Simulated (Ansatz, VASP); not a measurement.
**Si2W in VASP and in Ansatz**

The input INCAR:

```
PREC = Accurate ; ENCUT = 520
EDIFF = 1E-6 ; ISMEAR = 0
SIGMA = 0.15 ; LREAL = F
LASPH = T ; NELM = 80
ALGO = Normal ; ISIF = 2
LWAVE = F ; LCHARG = T
GGA = CA ; LELF = T
LVHAR = T ; NBANDS = 18
```

Contents of KPOINTS:

```
regular mesh
0
Gamma
  20 20 20
```

File POSCAR:

```
Si2W
1.0
   -1.5928550571      1.5928550571      3.8862445622
    1.5928550571     -1.5928550571      3.8862445622
    1.5928550571      1.5928550571     -3.8862445622
Si W
2 1
Direct
    0.3346644983      0.3346644983      0.0000000000
    0.6653355017      0.6653355017      0.0000000000
    0.0000000000      0.0000000000      0.0000000000
```

Input for Ansatz:

```yaml
crystal:
  lattice:
    - [-1.5928550571, 1.5928550571, 3.8862445622]
    - [1.5928550571, -1.5928550571, 3.8862445622]
    - [1.5928550571, 1.5928550571, -3.8862445622]
  atoms:
    - { symbol: Si, position: [0.3346644983, 0.3346644983, 0.0] }
    - { symbol: Si, position: [0.6653355017, 0.6653355017, 0.0] }
    - { symbol: W, position: [0.0, 0.0, 0.0] }
basis:
  ecutwfc: 420
kpoints:
  mp_grid: { grid: [20, 20, 20] }
hamiltonian:
  xc: lda
  pseudopotentials: { kind: paw, azcp: { folder: soft_1 } }
scf:
  occupations: { method: gaussian, width: 0.15 }
output:
  forces: true
  stress: true
  eigenvalues: true
```

Alike in both runs: task single point; functional LDA; k mesh 20 × 20 × 20; occupations gaussian, width 0.15 eV; no spin polarisation.

|  | VASP | Ansatz |
| --- | --- | --- |
| version | VASP 6.6.1 | Ansatz 0.2.0 |
| potentials or method | VASP PAW LDA potentials, release 64 (Si, W_sv), cutoff 520 eV | scalar-relativistic, plane waves, PAW |
| valence electrons in the cell | 22 | 22 |

Ansatz gave:

```
gap on the k mesh at the Fermi level (eV) : none
pressure (GPa)                            : 0.0
rms of the force components (eV/Å)        : 0.002
```

What did VASP give for the same quantities?

gap on the k mesh at the Fermi level (eV): none; pressure (GPa): 0.7; rms of the force components (eV/Å): 0.003.

Ansatz warns that its potentials were made for another functional, while VASP's fit it. LDA's correlation is that of Perdew and Zunger in VASP and of Perdew and Wang (1992) in Ansatz. Atom by atom the forces differ by 0.006 eV/Å (rms over components). A gap of «none» marks a metal or a gap that the smearing closes.

Spin-orbit coupling is off throughout.
